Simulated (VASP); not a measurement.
# ZrB2 (P6/mmm) in VASP: further runs

Runs on ZrB2. Level: PBE. Tasks: single point, relaxation of cell and atoms.

Program: VASP 6.6.1. These are calculated values, not measurements. Logs are shortened: lines on timing, memory, paths and dates and some standing lists are left out, and cuts for length are marked.

## Step 1: The cell of the first run

It takes space group P6/mmm (No. 191, hexagonal). The conventional cell has a = 3.171 Å, b = 3.171 Å, c = 3.542 Å, α = 90.00°, β = 90.00°, γ = 120.00°. Within 3.4 Å of Zr (site symmetry 6/mmm) lie 12 B at 2.55 Å and 6 Zr at 3.17 Å. Within 2.4 Å of B (site symmetry -6m2) lie 3 B at 1.83 Å.

## Step 2: Single point, PBE

Contents of INCAR:

```
SYSTEM = ZrB2
PREC = Accurate ; ENCUT = 520
EDIFF = 1E-7 ; ISMEAR = 0
SIGMA = 0.1 ; LREAL = .False.
LASPH = .True. ; NELM = 100
ALGO = Normal ; ISIF = 2
LWAVE = .False. ; LCHARG = .True.
GGA = PE ; LELF = .True.
LVHAR = .True. ; NBANDS = 16
```

Contents of KPOINTS:

```
regular mesh
0
Gamma
  18 18 12
  0 0 0
```

Contents of POSCAR:

```
ZrB2
1.0
    3.1710632744      0.0000000000      0.0000000000
   -1.5855316372      2.7462213527      0.0000000000
    0.0000000000      0.0000000000      3.5420764695
Zr B
1 2
Direct
    0.0000000000      0.0000000000      0.0000000000
    0.3333333333      0.6666666667      0.5000000000
    0.6666666667      0.3333333333      0.5000000000
```

Potentials or basis: VASP PAW PBE potentials, release 64 (Zr_sv, B).

The run is started by

```
$ cat potpaw_PBE.64/Zr_sv/POTCAR potpaw_PBE.64/B/POTCAR > POTCAR
$ mpirun -np 1 vasp_std > vasp.out
```

OUTCAR:

```text
SYSTEM = ZrB2
   PREC = Accurate
   ENCUT = 520
   EDIFF = 1E-7
   ISMEAR = 0
   LREAL = .False.
   LASPH = .True.
   NELM = 100
   ISIF = 2
   GGA = PE

 ion  position               nearest neighbor table
   1  0.000  0.000  0.000-   2 2.55   3 2.55   2 2.55   3 2.55   3 2.55   3 2.55   2 2.55   2 2.55
                             3 2.55   3 2.55   2 2.55   2 2.55
   2  0.333  0.667  0.500-   3 1.83   3 1.83   3 1.83   1 2.55   1 2.55   1 2.55   1 2.55   1 2.55
                             1 2.55
   3  0.667  0.333  0.500-   2 1.83   2 1.83   2 1.83   1 2.55   1 2.55   1 2.55   1 2.55   1 2.55
                             1 2.55

  LATTYP: Found a hexagonal cell.
 ALAT       =     3.1710632744
 C/A-ratio  =     1.1169996191

  Lattice vectors:

 A1 = (   3.1710632744,   0.0000000000,   0.0000000000)
 A2 = (  -1.5855316372,   2.7462213527,   0.0000000000)
 A3 = (   0.0000000000,   0.0000000000,   3.5420764695)

Analysis of symmetry for initial positions (statically):
=====================================================================
 Subroutine PRICEL returns:
 Original cell was already a primitive cell.

 Routine SETGRP: Setting up the symmetry group for a
 hexagonal supercell.

 Subroutine GETGRP returns: Found 24 space group operations
 (whereof 24 operations were pure point group operations)
 out of a pool of 24 trial point group operations.

The static configuration has the point symmetry D_6h.

Analysis of symmetry for dynamics (positions and initial velocities):
=====================================================================
 Subroutine PRICEL returns:
 Original cell was already a primitive cell.

 Routine SETGRP: Setting up the symmetry group for a
 hexagonal supercell.

 Subroutine GETGRP returns: Found 24 space group operations
 (whereof 24 operations were pure point group operations)
 out of a pool of 24 trial point group operations.

The dynamic configuration has the point symmetry D_6h.

 Subroutine INISYM returns: Found 24 space group operations
 (whereof 24 operations are pure point group operations),
 and found     1 'primitive' translations

----------------------------------------------------------------------------------------

                                     Primitive cell

  volume of cell :      30.8460

  direct lattice vectors                    reciprocal lattice vectors
     3.171063274  0.000000000  0.000000000     0.315351639  0.182068353  0.000000000
    -1.585531637  2.746221353  0.000000000     0.000000000  0.364136707  0.000000000
     0.000000000  0.000000000  3.542076469     0.000000000  0.000000000  0.282320274

  length of vectors
     3.171063274  3.171063274  3.542076469     0.364136707  0.364136707  0.282320274

  position of ions in fractional coordinates (direct lattice)
     0.000000000  0.000000000  0.000000000
     0.333333333  0.666666667  0.500000000
     0.666666667  0.333333333  0.500000000

  ion indices of the primitive-cell ions
   primitive index   ion index
                 1           1
                 2           2
                 3           3

----------------------------------------------------------------------------------------

 KPOINTS: regular mesh

Automatic generation of k-mesh.
 Grid dimensions read from file:
 generate k-points for:   18   18   12

 Generating k-lattice:

  Cartesian coordinates                     Fractional coordinates (reciprocal lattice)
     0.017519535  0.010114909  0.000000000     0.055555556  0.000000000  0.000000000
     0.000000000  0.020229817  0.000000000     0.000000000  0.055555556  0.000000000
     0.000000000  0.000000000  0.023526690     0.000000000  0.000000000  0.083333333

  Length of vectors
     0.020229817  0.020229817  0.023526690

  Shift w.r.t. Gamma in fractional coordinates (k-lattice)
     0.000000000  0.000000000  0.000000000

 Subroutine IBZKPT returns following result:
 ===========================================

 Found    259 irreducible k-points:

 Following reciprocal coordinates:
            Coordinates               Weight
  0.000000  0.000000  0.000000      1.000000
  0.055556  0.000000  0.000000      6.000000
  0.111111  0.000000  0.000000      6.000000
  0.166667  0.000000  0.000000      6.000000
  0.222222  0.000000  0.000000      6.000000
  0.277778  0.000000  0.000000      6.000000
[... 16 lines left out ...]
  0.333333  0.111111  0.000000     12.000000
  0.388889  0.111111  0.000000     12.000000
 [... further k-points ...]
   k-points           NKPTS =    259   k-points in BZ     NKDIM =    259   number of bands    NBANDS=     16
   number of dos      NEDOS =    301   number of ions     NIONS =      3
   total plane-waves  NPLWV =  16128
   dimension x,y,z NGX =    24 NGY =   24 NGZ =   28
   dimension x,y,z NGXF=    48 NGYF=   48 NGZF=   56
   ions per type =               1   2
   NGX,Y,Z   is equivalent  to a cutoff of  12.58, 12.58, 13.14 a.u.
   NGXF,Y,Z  is equivalent  to a cutoff of  25.16, 25.16, 26.28 a.u.
 SYSTEM =  ZrB2
   PREC   = accura    normal or accurate (medium, high low for compatibility)
   ISTART =      0    job   : 0-new  1-cont  2-samecut
   ICHARG =      2    charge: 1-file 2-atom 10-const
   ISPIN  =      1    spin polarized calculation?
   LNONCOLLINEAR =      F non collinear calculations
   LSORBIT =      F    spin-orbit coupling
   LASPH  =      T    aspherical Exc in radial PAW
   ENCUT  =  520.0 eV  38.22 Ry    6.18 a.u.   5.90  5.90  6.59*2*pi/ulx,y,z
   NELM   =    100;   NELMIN=  2; NELMDL= -5     # of ELM steps
   EDIFF  = 0.1E-06   stopping-criterion for ELM
   LREAL  =      F    real-space projection
   EDIFFG = 0.1E-05   stopping-criterion for IOM
   NSW    =      0    number of steps for IOM
   IBRION =     -1    ionic relax: 0-MD 1-quasi-New 2-CG
   NFREE  =      0    steps in history (QN), initial steepest desc. (CG)
   ISIF   =      2    stress and relaxation
   ISYM   =      2    0-nonsym 1-usesym 2-fastsym
   POTIM  = 0.5000    time-step for ionic-motion
   TEBEG  =    0.0;   TEEND  =   0.0 temperature during run
   PSTRESS=    0.0 pullay stress
   NELECT =      18.0000    total number of electrons
   NUPDOWN=      -1.0000    fix difference up-down
   EMIN   =  10.00;   EMAX   =-10.00  energy-range for DOS
   EFERMI =   0.00;   METHOD = LEGACY
   ISMEAR =     0;   SIGMA  =   0.10  broadening in eV -4-tet -1-fermi 0-gaus
   EFERMI_NEDOS =   21; number of points for ismear=-14 and -15
   IALGO  =     38    algorithm
   IMIX   =      4    mixing-type and parameters
     AMIX     =   0.40;   BMIX     =  1.00
     AMIX_MAG =   1.60;   BMIX_MAG =  1.00
  volume/ion in A,a.u.               =      10.28        69.39
  Fermi-wavevector in a.u.,A,eV,Ry     =   1.368042  2.585225 25.463846  1.871540
  Thomas-Fermi vector in A             =   2.494041
   LORBIT       =      0    0 simple, 1 ext, 2 COOP (PROOUT), +10 PAW based schemes
   GGA     = PE    functional components
   LHFCALC =     F    Hartree Fock is set to
   AEXX    =    0.0000 exact exchange contribution
   IVDW    =     0    specifies the selected vdW correction
   LEPSILON=     F    determine dielectric tensor
   LRPA    =     F    only Hartree local field effects (RPA)
 non-spin polarized calculation
 Gauss-broadening in eV      SIGMA  =   0.10
  energy-cutoff  :      520.00
  volume of cell :       30.85
 maximum number of plane-waves:       852
 NGX is ok and might be reduce to    24
   NGX = 11   NGY = 11   NGZ = 13

 number of electron      18.0000000 magnetization

 Free energy of the ion-electron system (eV)
  ---------------------------------------------------
  ext. energy  EPLUGINS =         0.00000000
  ---------------------------------------------------
  free energy    TOTEN  =       -24.97932191 eV

  energy without entropy =      -24.97819123  energy(sigma->0) =      -24.97875657

 E-fermi :  10.5447     XC(G=0): -12.4278

 val. band max:       10.4749181138   @ k =   0.1111   0.0000   0.4167
 cond. band min:      10.5515715435   @ k =   0.0000   0.0000   0.2500
 fundamental gap:      0.0766534297
 Fermi energy:        10.5447386825

 k-point     1 :       0.0000    0.0000    0.0000
  band No.  band energies     occupation
      1     -38.1542      2.00000
      2     -16.3410      2.00000
      3     -15.7872      2.00000
      4     -15.7872      2.00000
      5      -2.2286      2.00000
      6       7.8805      2.00000
[... 8 lines left out ...]
     15      15.6362      0.00000
     16      15.6362      0.00000

 k-point     2 :       0.0556    0.0000    0.0000
  band No.  band energies     occupation
      1     -38.1508      2.00000
      2     -16.3359      2.00000
      3     -15.8175      2.00000
      4     -15.7938      2.00000
      5      -2.1666      2.00000
      6       7.6912      2.00000
[... 8 lines left out ...]
     15      15.9454      0.00000
     16      16.1080      0.00000

 k-point     3 :       0.1111    0.0000    0.0000
  band No.  band energies     occupation
      1     -38.1408      2.00000
      2     -16.3210      2.00000
      3     -15.9038      2.00000
      4     -15.8126      2.00000
      5      -1.9840      2.00000
      6       7.1898      2.00000
[... 8 lines left out ...]
     15      16.3801      0.00000
     16      17.0070      0.00000

 k-point     4 :       0.1667    0.0000    0.0000
  band No.  band energies     occupation
      1     -38.1256      2.00000
      2     -16.2983      2.00000
      3     -16.0337      2.00000
      4     -15.8412      2.00000
      5      -1.6897      2.00000
      6       6.5036      2.00000
[... 8 lines left out ...]
     15      17.2464      0.00000
     16      17.3922      0.00000

 k-point     5 :       0.2222    0.0000    0.0000
  band No.  band energies     occupation
      1     -38.1068      2.00000
      2     -16.2702      2.00000
      3     -16.1891      2.00000
      4     -15.8761      2.00000
      5      -1.2960      2.00000
      6       5.7304      2.00000
[... 8 lines left out ...]
     15      17.3551      0.00000
     16      18.6016      0.00000

 k-point     6 :       0.2778    0.0000    0.0000
  band No.  band energies     occupation
      1     -38.0867      2.00000
      2     -16.3503      2.00000
      3     -16.2402      2.00000
      4     -15.9129      2.00000
      5      -0.8162      2.00000
      6       4.9248      2.00000
[... 8 lines left out ...]
     15      17.9264      0.00000
     16      19.8912      0.00000

 k-point     7 :       0.3333    0.0000    0.0000
  band No.  band energies     occupation
      1     -38.0678      2.00000
      2     -16.4980      2.00000
      3     -16.2117      2.00000
      4     -15.9472      2.00000
      5      -0.2631      2.00000
      6       4.1148      2.00000
[... 8 lines left out ...]
     15      18.7150      0.00000
     16      20.4040      0.00000

 k-point     8 :       0.3889    0.0000    0.0000
  band No.  band energies     occupation
      1     -38.0523      2.00000
      2     -16.6160      2.00000
      3     -16.1885      2.00000
      4     -15.9750      2.00000
      5       0.3513      2.00000
      6       3.3166      2.00000
[... 8 lines left out ...]
     15      19.5257      0.00000
     16      19.6518      0.00000

 k-point     9 :       0.4444    0.0000    0.0000
  band No.  band energies     occupation
      1     -38.0421      2.00000
      2     -16.6918      2.00000
      3     -16.1732      2.00000
      4     -15.9930      2.00000
      5       1.0098      2.00000
      6       2.5477      2.00000
[... 8 lines left out ...]
     15      18.7190      0.00000
     16      20.1703      0.00000
[... 172 lines left out ...]
 k-point    19 :       0.1111    0.1111    0.0000
  band No.  band energies     occupation
      1     -38.1172      2.00000
      2     -16.2857      2.00000
      3     -16.0939      2.00000
      4     -15.8679      2.00000
      5      -1.5174      2.00000
      6       6.2512      2.00000
[... 8 lines left out ...]
     15      17.0908      0.00000
     16      17.5870      0.00000

 k-point    20 :       0.1667    0.1111    0.0000
  band No.  band energies     occupation
      1     -38.0995      2.00000
      2     -16.2592      2.00000
      3     -16.2275      2.00000
      4     -15.9123      2.00000
      5      -1.1297      2.00000
      6       5.6156      2.00000
[... 8 lines left out ...]
     15      17.2770      0.00000
     16      18.4007      0.00000

 k-point    21 :       0.2222    0.1111    0.0000
  band No.  band energies     occupation
      1     -38.0806      2.00000
      2     -16.3660      2.00000
      3     -16.2310      2.00000
      4     -15.9599      2.00000
      5      -0.6548      2.00000
      6       4.9147      2.00000
[... 8 lines left out ...]
     15      17.5247      0.00000
     16      19.3536      0.00000

 k-point    22 :       0.2778    0.1111    0.0000
  band No.  band energies     occupation
      1     -38.0627      2.00000
      2     -16.4932      2.00000
      3     -16.2042      2.00000
      4     -16.0045      2.00000
      5      -0.1047      2.00000
      6       4.1735      2.00000
[... 8 lines left out ...]
     15      18.3551      0.00000
     16      20.0851      0.00000

 k-point    23 :       0.3333    0.1111    0.0000
  band No.  band energies     occupation
      1     -38.0481      2.00000
      2     -16.5949      2.00000
      3     -16.1823      2.00000
      4     -16.0407      2.00000
      5       0.5086      2.00000
      6       3.4147      2.00000
[... 8 lines left out ...]
     15      19.2315      0.00000
     16      19.8150      0.00000

 k-point    24 :       0.3889    0.1111    0.0000
  band No.  band energies     occupation
      1     -38.0386      2.00000
      2     -16.6605      2.00000
      3     -16.1679      2.00000
      4     -16.0642      2.00000
      5       1.1705      2.00000
      6       2.6617      2.00000
[... 8 lines left out ...]
     15      19.1894      0.00000
     16      19.9451      0.00000

 [... further k-points ...]
[... 5 lines left out ...]
  --------------------------------------------------------------------------------------
  -------------------------------------------------------------------------------------
  Total        0.0260028      0.0260028      0.0373473      0.0000000      0.0000000     -0.0000000
  in kB        1.3506159      1.3506159      1.9398662      0.0000000      0.0000000     -0.0000000
  external PRESSURE =       1.5470327 kB  Pullay stress =       0.0000000 kB

 VOLUME and BASIS-vectors are now :
 -----------------------------------------------------------------------------
  energy-cutoff  :      520.00
  volume of cell :       30.85
      direct lattice vectors                 reciprocal lattice vectors
     3.171063274  0.000000000  0.000000000     0.315351639  0.182068353  0.000000000
    -1.585531637  2.746221353  0.000000000     0.000000000  0.364136707  0.000000000
     0.000000000  0.000000000  3.542076469     0.000000000  0.000000000  0.282320274

 POSITION                                       TOTAL-FORCE (eV/Angst)
 -----------------------------------------------------------------------------------
      0.00000      0.00000      0.00000         0.000000      0.000000      0.000000
     -0.00000      1.83081      1.77104        -0.000000     -0.000000      0.000000
      1.58553      0.91541      1.77104         0.000000      0.000000      0.000000
 -----------------------------------------------------------------------------------
    total drift:                               -0.000000      0.000000      0.000000

  FREE ENERGIE OF THE ION-ELECTRON SYSTEM (eV)
  ---------------------------------------------------
  free  energy   TOTEN  =       -24.9793219116 eV

  energy  without entropy=      -24.9781912261  energy(sigma->0) =      -24.97875657
```

Wall time 53 s (1 thread of Intel Xeon Platinum 8488C (Sapphire Rapids), shared host); peak memory 0.24 GiB.

What came out:

```yaml
Free_energy: -24.9793 eV
Pressure: 0.2 GPa
Band_gap_on_the_k_mesh: zero (band 9 reaches 11.27 eV, above the bottom of band 10 at 9.97 eV)
```

Levels at points of the mesh, in eV from the Fermi level:
```
           k point  band 7  band 8  band 9  band 10  band 11  band 12
(0.00, 0.00, 0.00)   -2.66   -2.64   -2.42     3.33     3.33     4.09
(0.50, 0.00, 0.00)   -3.95   -3.11   -2.73     2.16     2.24     4.87
(0.00, 0.00, 0.50)   -1.01   -1.01    0.29     0.29     0.72     0.72
(0.50, 0.00, 0.50)   -4.65   -4.17   -2.07     3.64     4.01     5.23
```

[end of part 1 of 2]
